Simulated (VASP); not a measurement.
A run of VASP 6.6.1 is set up as follows.

Contents of INCAR:

```
SYSTEM = TiO2
PREC = Accurate
ENCUT = 520
EDIFF = 1E-6
ISMEAR = 0
SIGMA = 0.02
LREAL = .FALSE.
LASPH = .TRUE.
NELM = 100
ALGO = Normal
ISIF = 2
LWAVE = .FALSE.
LCHARG = .TRUE.
GGA = PE
LELF = .TRUE.
LVHAR = .TRUE.
NBANDS = 60
```

File KPOINTS:

```
regular mesh
0
G
  4 8 6
  0 0 0
```

POSCAR

```
TiO2
1.0
    9.5199614268      0.0000000000      0.0000000000
    0.0000000000      2.9757553183      0.0000000000
    0.0000000000      0.0000000000      4.9701988129
Ti O
4 8
Direct
    0.1378099423      0.2500000000      0.9188418011
    0.8621900577      0.7500000000      0.0811581989
    0.3621900577      0.7500000000      0.4188418011
    0.6378099423      0.2500000000      0.5811581989
    0.2665934495      0.2500000000      0.6333891596
    0.7334065505      0.7500000000      0.3666108404
    0.2334065505      0.7500000000      0.1333891596
    0.7665934495      0.2500000000      0.8666108404
    0.9696409657      0.2500000000      0.2033403145
    0.0303590343      0.7500000000      0.7966596855
    0.5303590343      0.7500000000      0.7033403145
    0.4696409657      0.2500000000      0.2966596855
```

Potentials or basis: VASP PAW PBE potentials, release 64 (Ti_sv, O).

Run with:

```console
$ cat potpaw_PBE.64/Ti_sv/POTCAR potpaw_PBE.64/O/POTCAR > POTCAR
$ mpirun -np 1 vasp_std > vasp.out
```

(1) Predict the pressure.

(2) What does it give for the band gap on the k mesh?

(3) What does it give for the largest force?

Results:

(1) 0.7 GPa.

(2) 2.55 eV (least direct gap 2.69 eV).

(3) 0.072 eV/Å.
